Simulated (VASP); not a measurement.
# Nb (Fm-3m) in VASP: notebook

Nb is run at these levels: PBEsol; tasks: single point.

All numbers are computed with VASP 6.6.1; they aren't measurements. Logs are shortened: lines on timing, memory, paths and dates and some standing lists are left out, and cuts for length are marked.

## 1. The cell of the first run

Symmetry: Fm-3m, No. 225, cubic system. The conventional cell has a = 4.129 Å, b = 4.129 Å, c = 4.129 Å, α = 90.00°, β = 90.00°, γ = 90.00°. Nb (site symmetry m-3m) has 12 Nb at 2.92 Å within 3.8 Å.

## 2. Single point, PBEsol

Input file INCAR:

```
SYSTEM = Nb
  PREC = Accurate
  ENCUT = 520
  EDIFF = 1E-6
  ISMEAR = -1
  SIGMA = 0.05
  LREAL = .False.
  LASPH = .True.
  NELM = 100
  ALGO = Fast
  ISIF = 2
  LWAVE = .False.
  LCHARG = .True.
  GGA = PS
  LELF = .True.
  LVHAR = .True.
  NBANDS = 12
```

Input file KPOINTS:

```
regular mesh
0
Gamma
  11 11 11
  0 0 0
```

Input file POSCAR:

```
Nb
1.0
    0.0000000000      2.0645720464      2.0645720464
    2.0645720464      0.0000000000      2.0645720464
    2.0645720464      2.0645720464      0.0000000000
Nb
1
Direct
    0.0000000000      0.0000000000      0.0000000000
```

Potentials or basis: VASP PAW PBE potentials, release 64 (Nb_sv).

On the command line:

```console
$ cat potpaw_PBE.64/Nb_sv/POTCAR > POTCAR
$ mpirun -np 1 vasp_std > vasp.out
```

OUTCAR:

```text
SYSTEM = Nb
   PREC = Accurate
   ENCUT = 520
   EDIFF = 1E-6
   ISMEAR = -1
   LREAL = .False.
   LASPH = .True.
   NELM = 100
   ISIF = 2
   GGA = PS

 ion  position               nearest neighbor table
   1  0.000  0.000  0.000-

  LATTYP: Found a face centered cubic cell.
 ALAT       =     4.1291440928

  Lattice vectors:

 A1 = (   0.0000000000,   2.0645720464,   2.0645720464)
 A2 = (   2.0645720464,   0.0000000000,   2.0645720464)
 A3 = (   2.0645720464,   2.0645720464,   0.0000000000)

Analysis of symmetry for initial positions (statically):
=====================================================================
 Subroutine PRICEL returns:
 Original cell was already a primitive cell.

 Routine SETGRP: Setting up the symmetry group for a
 face centered cubic supercell.

 Subroutine GETGRP returns: Found 48 space group operations
 (whereof 48 operations were pure point group operations)
 out of a pool of 48 trial point group operations.

The static configuration has the point symmetry O_h .

Analysis of symmetry for dynamics (positions and initial velocities):
=====================================================================
 Subroutine PRICEL returns:
 Original cell was already a primitive cell.

 Routine SETGRP: Setting up the symmetry group for a
 face centered cubic supercell.

 Subroutine GETGRP returns: Found 48 space group operations
 (whereof 48 operations were pure point group operations)
 out of a pool of 48 trial point group operations.

The dynamic configuration has the point symmetry O_h .

 Subroutine INISYM returns: Found 48 space group operations
 (whereof 48 operations are pure point group operations),
 and found     1 'primitive' translations

----------------------------------------------------------------------------------------

                                     Primitive cell

  volume of cell :      17.6003

  direct lattice vectors                    reciprocal lattice vectors
     0.000000000  2.064572046  2.064572046    -0.242180941  0.242180941  0.242180941
     2.064572046  0.000000000  2.064572046     0.242180941 -0.242180941  0.242180941
     2.064572046  2.064572046  0.000000000     0.242180941  0.242180941 -0.242180941

  length of vectors
     2.919745789  2.919745789  2.919745789     0.419469694  0.419469694  0.419469694

  position of ions in fractional coordinates (direct lattice)
     0.000000000  0.000000000  0.000000000

  ion indices of the primitive-cell ions
   primitive index   ion index
                 1           1

----------------------------------------------------------------------------------------

 KPOINTS: regular mesh

Automatic generation of k-mesh.
 Grid dimensions read from file:
 generate k-points for:   11   11   11

 Generating k-lattice:

  Cartesian coordinates                     Fractional coordinates (reciprocal lattice)
    -0.022016449  0.022016449  0.022016449     0.090909091  0.000000000  0.000000000
     0.022016449 -0.022016449  0.022016449     0.000000000  0.090909091  0.000000000
     0.022016449  0.022016449 -0.022016449     0.000000000  0.000000000  0.090909091

  Length of vectors
     0.038133609  0.038133609  0.038133609

  Shift w.r.t. Gamma in fractional coordinates (k-lattice)
     0.000000000  0.000000000  0.000000000

 Subroutine IBZKPT returns following result:
 ===========================================

 Found     56 irreducible k-points:

 Following reciprocal coordinates:
            Coordinates               Weight
  0.000000  0.000000  0.000000      1.000000
  0.090909  0.000000  0.000000      8.000000
  0.181818  0.000000  0.000000      8.000000
  0.272727  0.000000  0.000000      8.000000
  0.363636  0.000000  0.000000      8.000000
  0.454545  0.000000  0.000000      8.000000
[... 16 lines left out ...]
 -0.272727  0.181818  0.000000     24.000000
 -0.181818  0.181818  0.000000     12.000000
 [... further k-points ...]
   k-points           NKPTS =     56   k-points in BZ     NKDIM =     56   number of bands    NBANDS=     12
   number of dos      NEDOS =    301   number of ions     NIONS =      1
   total plane-waves  NPLWV =  13824
   dimension x,y,z NGX =    24 NGY =   24 NGZ =   24
   dimension x,y,z NGXF=    48 NGYF=   48 NGZF=   48
   ions per type =               1
   NGX,Y,Z   is equivalent  to a cutoff of  13.67, 13.67, 13.67 a.u.
   NGXF,Y,Z  is equivalent  to a cutoff of  27.33, 27.33, 27.33 a.u.
 SYSTEM =  Nb
   PREC   = accura    normal or accurate (medium, high low for compatibility)
   ISTART =      0    job   : 0-new  1-cont  2-samecut
   ICHARG =      2    charge: 1-file 2-atom 10-const
   ISPIN  =      1    spin polarized calculation?
   LNONCOLLINEAR =      F non collinear calculations
   LSORBIT =      F    spin-orbit coupling
   LASPH  =      T    aspherical Exc in radial PAW
   ENCUT  =  520.0 eV  38.22 Ry    6.18 a.u.   5.43  5.43  5.43*2*pi/ulx,y,z
   NELM   =    100;   NELMIN=  2; NELMDL= -5     # of ELM steps
   EDIFF  = 0.1E-05   stopping-criterion for ELM
   LREAL  =      F    real-space projection
   EDIFFG = 0.1E-04   stopping-criterion for IOM
   NSW    =      0    number of steps for IOM
   IBRION =     -1    ionic relax: 0-MD 1-quasi-New 2-CG
   NFREE  =      0    steps in history (QN), initial steepest desc. (CG)
   ISIF   =      2    stress and relaxation
   ISYM   =      2    0-nonsym 1-usesym 2-fastsym
   POTIM  = 0.5000    time-step for ionic-motion
   TEBEG  =    0.0;   TEEND  =   0.0 temperature during run
   PSTRESS=    0.0 pullay stress
   NELECT =      13.0000    total number of electrons
   NUPDOWN=      -1.0000    fix difference up-down
   EMIN   =  10.00;   EMAX   =-10.00  energy-range for DOS
   EFERMI =   0.00;   METHOD = LEGACY
   ISMEAR =    -1;   SIGMA  =   0.05  broadening in eV -4-tet -1-fermi 0-gaus
   EFERMI_NEDOS =   21; number of points for ismear=-14 and -15
   IALGO  =     68    algorithm
   IMIX   =      4    mixing-type and parameters
     AMIX     =   0.40;   BMIX     =  1.00
     AMIX_MAG =   1.60;   BMIX_MAG =  1.00
  volume/ion in A,a.u.               =      17.60       118.77
  Fermi-wavevector in a.u.,A,eV,Ry     =   1.479844  2.796499 29.795915  2.189938
  Thomas-Fermi vector in A             =   2.593951
   LORBIT       =      0    0 simple, 1 ext, 2 COOP (PROOUT), +10 PAW based schemes
   GGA     = PS    functional components
   LHFCALC =     F    Hartree Fock is set to
   AEXX    =    0.0000 exact exchange contribution
   IVDW    =     0    specifies the selected vdW correction
   LEPSILON=     F    determine dielectric tensor
   LRPA    =     F    only Hartree local field effects (RPA)
 non-spin polarized calculation
 RMM-DIIS sequential band-by-band and
  energy-cutoff  :      520.00
  volume of cell :       17.60
 maximum number of plane-waves:       495
 NGX is ok and might be reduce to    24
   NGX = 11   NGY = 11   NGZ = 11

 number of electron      13.0000000 magnetization

 Free energy of the ion-electron system (eV)
  ---------------------------------------------------
  ext. energy  EPLUGINS =         0.00000000
  ---------------------------------------------------
  free energy    TOTEN  =       -10.60821988 eV

  energy without entropy =      -10.59687661  energy(sigma->0) =      -10.60254825

 E-fermi :  11.7588     XC(G=0): -12.7504

 val. band max:       11.7571427575   @ k =  -0.3636   0.4545   0.1818
 cond. band min:      11.8081601770   @ k =   0.0000   0.0000   0.0000
 fundamental gap:      0.0510174195
 Fermi energy:        11.7587650047

 k-point     1 :       0.0000    0.0000    0.0000
  band No.  band energies     occupation
      1     -42.8711      2.00000
      2     -18.1456      2.00000
      3     -18.1456      2.00000
      4     -18.1456      2.00000
      5       5.3480      2.00000
      6      11.8082      0.54265
      7      11.8082      0.54265
      8      11.8082      0.54265
      9      14.6461      0.00000
     10      14.6461      0.00000
     11      23.6410      0.00000
     12      28.6685      0.00000

 k-point     2 :       0.0909    0.0000    0.0000
  band No.  band energies     occupation
      1     -42.8514      2.00000
      2     -18.2712      2.00000
      3     -18.1609      2.00000
      4     -18.1609      2.00000
      5       5.6759      2.00000
      6      11.5573      1.96503
      7      11.9558      0.03810
      8      11.9558      0.03810
      9      14.5120      0.00000
     10      14.5120      0.00000
     11      24.2980      0.00000
     12      27.5075      0.00000

 k-point     3 :       0.1818    0.0000    0.0000
  band No.  band energies     occupation
      1     -42.7982      2.00000
      2     -18.5994      2.00000
      3     -18.2015      2.00000
      4     -18.2015      2.00000
      5       6.5253      2.00000
      6      11.0939      2.00000
      7      12.2157      0.00022
      8      12.2157      0.00022
      9      14.3973      0.00000
     10      14.3973      0.00000
     11      25.1418      0.00000
     12      26.5492      0.00000
[... 286 lines left out ...]
 k-point    23 :      -0.2727    0.1818    0.0000
  band No.  band energies     occupation
      1     -42.6434      2.00000
      2     -19.2112      2.00000
      3     -18.6188      2.00000
      4     -18.3013      2.00000
      5       8.7812      2.00000
      6      10.7071      2.00000
      7      11.0480      2.00000
      8      12.7447      0.00000
      9      14.3219      0.00000
     10      17.8596      0.00000
     11      24.8012      0.00000
     12      27.1664      0.00000

 k-point    24 :      -0.1818    0.1818    0.0000
  band No.  band energies     occupation
      1     -42.7040      2.00000
      2     -18.9719      2.00000
      3     -18.4896      2.00000
      4     -18.2390      2.00000
      5       8.0933      2.00000
      6      10.4093      2.00000
      7      11.7155      1.40774
      8      13.1624      0.00000
      9      13.2235      0.00000
     10      16.4758      0.00000
     11      25.5501      0.00000
     12      28.2584      0.00000

 [... further k-points ...]

------------------------ aborting loop because EDIFF is reached ----------------------------------------

  FORCE on cell =-STRESS in cart. coord.  units (eV):
  Direction    XX          YY          ZZ          XY          YZ          ZX
  --------------------------------------------------------------------------------------
  -------------------------------------------------------------------------------------
  Total        0.5180234      0.5180234      0.5180234      0.0000000     -0.0000000      0.0000000
  in kB       47.1563108     47.1563108     47.1563108      0.0000000     -0.0000000      0.0000000
  external PRESSURE =      47.1563108 kB  Pullay stress =       0.0000000 kB

 VOLUME and BASIS-vectors are now :
 -----------------------------------------------------------------------------
  energy-cutoff  :      520.00
  volume of cell :       17.60
      direct lattice vectors                 reciprocal lattice vectors
     0.000000000  2.064572046  2.064572046    -0.242180941  0.242180941  0.242180941
     2.064572046  0.000000000  2.064572046     0.242180941 -0.242180941  0.242180941
     2.064572046  2.064572046  0.000000000     0.242180941  0.242180941 -0.242180941

 POSITION                                       TOTAL-FORCE (eV/Angst)
 -----------------------------------------------------------------------------------
      0.00000      0.00000      0.00000         0.000000      0.000000     -0.000000
 -----------------------------------------------------------------------------------
    total drift:                                0.000000      0.000000     -0.000000

  FREE ENERGIE OF THE ION-ELECTRON SYSTEM (eV)
  ---------------------------------------------------
  free  energy   TOTEN  =       -10.6082198845 eV

  energy  without entropy=      -10.5968766100  energy(sigma->0) =      -10.60254825
```

It took 8.6 s on 1 thread of Intel Xeon 6975P-C (Granite Rapids), shared host; peak memory 0.14 GiB.

What came out:

| Item | Value |
| --- | --- |
| Free energy | -10.6082 eV |
| Pressure | 4.7 GPa |

Levels at points of the mesh, in eV from the Fermi level:
| k point | band 3 | band 4 | band 5 | band 6 | band 7 | band 8 | band 9 | band 10 |
| --- | --- | --- | --- | --- | --- | --- | --- | --- |
| (0.00, 0.00, 0.00) | -29.90 | -29.90 | -6.41 | 0.05 | 0.05 | 0.05 | 2.89 | 2.89 |

Caveat: the PAW data sets were made with another functional, which shifts forces and pressure a little.

## 3. Single point, PBEsol

This run uses another cell than the first one, of 17.17 Å³/atom, 0.976 times its volume.

Input file INCAR:

```
PREC = Accurate ; ENCUT = 520
EDIFF = 1E-6 ; ISMEAR = -1
SIGMA = 0.05 ; LREAL = F
LASPH = T ; NELM = 60
ALGO = Normal ; ISIF = 2
LWAVE = F ; LCHARG = F
GGA = PS ; NBANDS = 12
```

Input file KPOINTS:

```
regular mesh
0
Gamma
  11 11 11
```

Input file POSCAR:

```
Nb
1.0
    0.0000000000      2.0476716860      2.0476716860
    2.0476716860      0.0000000000      2.0476716860
    2.0476716860      2.0476716860      0.0000000000
Nb
1
Direct
    0.0000000000      0.0000000000      0.0000000000
```

Potentials or basis: VASP PAW PBE potentials, release 64 (Nb_sv).

On the command line:

```console
$ cat potpaw_PBE.64/Nb_sv/POTCAR > POTCAR
$ mpirun -np 1 vasp_std > vasp.out
```

It took 4.5 s on 1 thread of Intel Xeon 6975P-C (Granite Rapids), shared host; peak memory 0.14 GiB.

The run converged. Its results:

- Free energy: -10.5887 eV
- Pressure: 9.7 GPa

Levels at points of the mesh, in eV from the Fermi level:
```
           k point  band 3  band 4  band 5  band 6  band 7  band 8  band 9  band 10
(0.00, 0.00, 0.00)  -29.83  -29.83   -6.46    0.03    0.03    0.03    2.96     2.96
```

Caveat: the PAW data sets were made with another functional, which shifts forces and pressure a little.

## 4. Single point, PBEsol

This run uses another cell than the first one, of 18.08 Å³/atom, 1.027 times its volume.

Input file INCAR:

```
ALGO = Normal
EDIFF = 1E-6
ENCUT = 520
GGA = PS
ISIF = 2
ISMEAR = -1
LASPH = True
LCHARG = False
LREAL = False
LWAVE = False
NBANDS = 12
NELM = 100
PREC = Accurate
SIGMA = 0.05
```

Input file KPOINTS:

```
k-points
0
Gamma
  11 11 11
```

Input file POSCAR:

```
Nb
1.0
    0.0000000000      2.0831675653      2.0831675653
    2.0831675653      0.0000000000      2.0831675653
    2.0831675653      2.0831675653      0.0000000000
Nb
1
Direct
    0.0000000000      0.0000000000      0.0000000000
```

On the command line:

```console
$ cat potpaw_PBE.64/Nb_sv/POTCAR > POTCAR
$ mpirun -np 1 vasp_std > vasp.out
```

Wall time 4.3 s (1 thread of Intel Xeon 6975P-C (Granite Rapids), shared host); peak memory 0.14 GiB.

The run converged. Its results:

```
Free energy : -10.6150 eV
Pressure    : -0.3 GPa
```

Levels at points of the mesh, in eV from the Fermi level:
```csv
k point,band 4,band 5,band 6,band 7,band 8,band 9
"(0.00, 0.00, 0.00)",-29.99,-6.35,0.07,0.07,0.07,2.80
```

Caveat: the PAW data sets were made with another functional, which shifts forces and pressure a little.

## 5. Single point, PBEsol

This run uses another cell than the first one, of 17.88 Å³/atom, 1.016 times its volume.

Input file INCAR:

```
ALGO = Normal
EDIFF = 1E-7
ENCUT = 520
GGA = PS
ISIF = 2
ISMEAR = -1
LASPH = True
LCHARG = True
LELF = True
LREAL = False
LVHAR = True
LWAVE = False
NBANDS = 12
NELM = 60
PREC = Accurate
SIGMA = 0.05
```

KPOINTS is that of step 4.

Input file POSCAR:

```
Nb
1.0
    0.0000000000      2.0754938708      2.0754938708
    2.0754938708      0.0000000000      2.0754938708
    2.0754938708      2.0754938708      0.0000000000
Nb
1
Direct
    0.0000000000      0.0000000000      0.0000000000
```

On the command line:

```console
$ cat potpaw_PBE.64/Nb_sv/POTCAR > POTCAR
$ mpirun -np 1 vasp_std > vasp.out
```

It took 4.9 s on 1 thread of Intel Xeon 6975P-C (Granite Rapids), shared host; peak memory 0.14 GiB.

It converged, with:

```
Free energy : -10.6140 eV
Pressure    : 1.7 GPa
```

Levels at points of the mesh, in eV from the Fermi level:
| k point | band 4 | band 5 | band 6 | band 7 | band 8 | band 9 |
| --- | --- | --- | --- | --- | --- | --- |
| (0.00, 0.00, 0.00) | -29.95 | -6.38 | 0.06 | 0.06 | 0.06 | 2.84 |

Caveat: the PAW data sets were made with another functional, which shifts forces and pressure a little.

## 6. Overview

```csv
cell,gap on the mesh (eV),pressure (GPa)
"a = 2.920 Å, angles 60.0°, 1 atom",none,4.7
"a = 2.896 Å, angles 60.0°, 1 atom",none,9.7
"a = 2.946 Å, angles 60.0°, 1 atom",none,-0.3
"a = 2.935 Å, angles 60.0°, 1 atom",none,1.7
```

Alike in all rows: task single point; level PBEsol; potentials or basis VASP PAW PBE potentials, release 64 (Nb_sv); no spin polarisation; k mesh 11 × 11 × 11; cutoff (eV) 520; smearing fermi-dirac 0.05 eV.

Caveats: the PAW data sets were made with another functional, which shifts forces and pressure a little.

Absolute energies hang on the potentials; compare differences alone.
